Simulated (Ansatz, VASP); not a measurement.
## One calculation of In2B, two programs

Contents of INCAR:

```
PREC     = Accurate       # precision mode
ENCUT    = 600            # plane-wave cutoff, eV
EDIFF    = 1E-6           # SCF threshold, eV
ISMEAR   = 0              # smearing method
SIGMA    = 0.1            # smearing width, eV
LREAL    = False          # projectors in reciprocal space
LASPH    = True           # aspherical terms in the spheres
NELM     = 80             # most SCF steps
ALGO     = Fast           # electronic algorithm
ISIF     = 3              # what is computed and relaxed
LWAVE    = False          # write WAVECAR
LCHARG   = False          # write CHGCAR
GGA      = PE             # functional
IBRION   = 2              # ionic algorithm
NSW      = 90             # ionic steps
EDIFFG   = -0.04          # ionic threshold
```

File KPOINTS:

```
Automatic mesh
0
Gamma
  8 8 8
```

The input POSCAR:

```
In2B
1.0
   -1.7541716207      1.7541716207      4.3032022570
    1.7541716207     -1.7541716207      4.3032022570
    1.7541716207      1.7541716207     -4.3032022570
In B
2 1
Direct
    0.6650000000      0.6650000000      0.0000000000
    0.3350000000      0.3350000000      0.0000000000
    0.0000000000      0.0000000000      0.0000000000
```

Input for Ansatz:

```yaml
crystal:
  lattice:
    - [-1.7541716207, 1.7541716207, 4.303202257]
    - [1.7541716207, -1.7541716207, 4.303202257]
    - [1.7541716207, 1.7541716207, -4.303202257]
  atoms:
    - { symbol: In, position: [0.665, 0.665, 0.0] }
    - { symbol: In, position: [0.335, 0.335, 0.0] }
    - { symbol: B, position: [0.0, 0.0, 0.0] }
basis:
  ecutwfc: 420
kpoints:
  mp_grid: { grid: [8, 8, 8] }
hamiltonian:
  xc: pbe
scf:
  occupations: { method: gaussian, width: 0.1 }
  lower_state_search: "off"
output:
  forces: true
  stress: true
  eigenvalues: true
relax:
  adjacent_minimum: "off"
  f_tol: 0.04
  max_steps: 70
  cell: { stress_tol: 0.4 }
```

Alike in both runs: task relaxation of cell and atoms; functional PBE; k mesh 8 × 8 × 8; occupations gaussian, width 0.1 eV; no spin polarisation.

```csv
,VASP,Ansatz
version,VASP 6.6.1,Ansatz 0.2.0
potentials or method,"VASP PAW PBE potentials, release 64 (In_d, B), cutoff 600 eV","scalar-relativistic, plane waves, PAW"
valence electrons in the cell,29,29
```

```csv
,VASP,Ansatz,Ansatz less VASP
"gap on the k mesh at the Fermi level, each at its own relaxed structure (eV)",none,none,-
relaxed volume (Å³/atom),19.72,19.79,+0.069
relaxed cell length with the largest relative difference (Å),6.349,6.351,+0.0014
```

A gap of «none» marks a metal or a gap that the smearing closes.
